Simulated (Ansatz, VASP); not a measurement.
This is a calculation of GaGe3 for VASP 6.6.1.

INCAR

```
SYSTEM = GaGe3
ALGO     = Normal         ! electronic algorithm
EDIFF    = 1E-6           ! SCF threshold, eV
ENCUT    = 520            ! plane-wave cutoff, eV
GGA      = PS             ! functional
ISIF     = 2              ! what is computed and relaxed
ISMEAR   = -1             ! smearing method
LASPH    = .True.         ! aspherical terms in the spheres
LCHARG   = .False.        ! write CHGCAR
LREAL    = .False.        ! projectors in reciprocal space
LWAVE    = .False.        ! write WAVECAR
NBANDS   = 36             ! bands
NELM     = 60             ! most SCF steps
PREC     = Accurate       ! precision mode
SIGMA    = 0.05           ! smearing width, eV
```

File KPOINTS:

```
k-points
0
Gamma
  7 7 7
  0 0 0
```

The input POSCAR:

```
GaGe3
1.0
    0.0000000000      3.4317400984      3.4317400984
    3.4317400984      0.0000000000      3.4317400984
    3.4317400984      3.4317400984      0.0000000000
Ge Ga
3 1
Direct
    0.5000000000      0.5000000000      0.5000000000
    0.7500000000      0.7500000000      0.7500000000
    0.2500000000      0.2500000000      0.2500000000
    0.0000000000      0.0000000000      0.0000000000
```

Potentials or basis: VASP PAW PBE potentials, release 64 (Ge_d, Ga_d).

Launch:

```console
$ cat potpaw_PBE.64/Ge_d/POTCAR potpaw_PBE.64/Ga_d/POTCAR > POTCAR
$ mpirun -np 1 vasp_std > vasp.out
```

Question: Set up the same calculation for Ansatz 0.2.0. Potentials there: all-electron LAPW, scalar-relativistic.

Answer: As run (the cutoff follows the program's own potentials):

The input input.yaml:

```yaml
crystal:
  lattice:
    - [0.0, 3.4317400984, 3.4317400984]
    - [3.4317400984, 0.0, 3.4317400984]
    - [3.4317400984, 3.4317400984, 0.0]
  atoms:
    - { symbol: Ge, position: [0.5, 0.5, 0.5] }
    - { symbol: Ge, position: [0.75, 0.75, 0.75] }
    - { symbol: Ge, position: [0.25, 0.25, 0.25] }
    - { symbol: Ga, position: [0.0, 0.0, 0.0] }
kpoints:
  mp_grid: { grid: [7, 7, 7] }
scf:
  occupations: { method: fermi_dirac, width: 0.05 }
hamiltonian:
  xc: pbesol
  pseudopotentials: { kind: all_electron, lapw: { basis_error: 0.001 } }
output:
  forces: true
  stress: true
  eigenvalues: true
```

Potentials or basis: all-electron LAPW, scalar-relativistic.

The run is started by

```sh
$ ansatz run input.yaml --threads 2 --pin off --max-ram 8192MiB --backend cpu --events-out ev --progress --plain --runs-dir out
```

Both were run:

|  | VASP | Ansatz | Ansatz less VASP |
| --- | --- | --- | --- |
| gap on the k mesh at the Fermi level (eV) | none | none | - |
| pressure (GPa) | -5.8 | -5.8 | 0.00 |

VASP's potentials were made for PBE, not for PBEsol. A gap of «none» marks a metal or a gap that the smearing closes. Ansatz ran all-electron here, and VASP with PAW potentials.
